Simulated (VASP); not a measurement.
Write the native input for VASP 6.6.1 that does the following.

```yaml
Task: single point
Functional: r2SCAN
Dispersion: D3(BJ)
Potentials_or_basis: VASP PAW PBE potentials, release 64 (Al, N)
Cutoff: 520 eV
k_mesh: 10 × 10 × 10
Occupations: fermi-dirac, width 0.05 eV
Spin: no spin polarisation
Dipole_correction: no
Further_INCAR_settings: ALGO = Normal; EDIFF = 1e-06; NBANDS = 11
```

The system is AlN.

```xyz
2
Lattice="0.0000 2.1545 2.1545 2.1545 0.0000 2.1545 2.1545 2.1545 0.0000" Properties=species:S:1:pos:R:3 pbc="T T T"
Al    0.0000    0.0000    0.0000
N     1.0772    1.0772    1.0772
```

The input as run:

POSCAR

```
AlN
1.0
    0.0000000000      2.1544765148      2.1544765148
    2.1544765148      0.0000000000      2.1544765148
    2.1544765148      2.1544765148      0.0000000000
Al N
1 1
Direct
    0.0000000000      0.0000000000      0.0000000000
    0.2500000000      0.2500000000      0.2500000000
```

INCAR.step1

```
SYSTEM = AlN
PREC = Accurate ; ENCUT = 520
ISMEAR = -1 ; SIGMA = 0.05
LREAL = .False. ; LASPH = .True.
NELM = 60 ; NBANDS = 11
GGA = PE ; ALGO = Normal
EDIFF = 1E-4 ; LWAVE = .True.
LCHARG = .False.
```

INCAR.step2

```
SYSTEM = AlN
PREC = Accurate ; ENCUT = 520
EDIFF = 1E-6 ; ISMEAR = -1
SIGMA = 0.05 ; LREAL = .False.
LASPH = .True. ; NELM = 60
ALGO = Normal ; ISIF = 2
LWAVE = .False. ; LCHARG = .True.
METAGGA = R2SCAN ; LMIXTAU = .True.
IVDW = 12 ; VDW_S6 = 1.0
VDW_S8 = 0.78981345 ; VDW_A1 = 0.49484001
VDW_A2 = 5.73083694 ; LELF = .True.
LVHAR = .True. ; NBANDS = 11
ISTART = 1
```

KPOINTS

```
Automatic mesh
0
Gamma
  10 10 10
  0 0 0
```

Potentials or basis: VASP PAW PBE potentials, release 64 (Al, N).

The run is started by

```sh
$ cat potpaw_PBE.64/Al/POTCAR potpaw_PBE.64/N/POTCAR > POTCAR
$ cp INCAR.step1 INCAR
$ mpirun -np 1 vasp_std > vasp.out
$ cp INCAR.step2 INCAR
$ mpirun -np 1 vasp_std > vasp.out
```

Results of the run:

- Pressure: 7.1 GPa
- Band gap on the k mesh: 3.97 eV, indirect (least direct gap 5.28 eV)
- Dispersion energy per atom: -0.132 eV

Caveat: the PAW data sets were made with another functional, which shifts forces and pressure a little.

It took 24 s on 1 thread of Intel(R) Xeon(R) Platinum 8375C CPU @ 2.90GHz (Ice Lake), with other jobs on the host, peak memory 0.15 GiB.
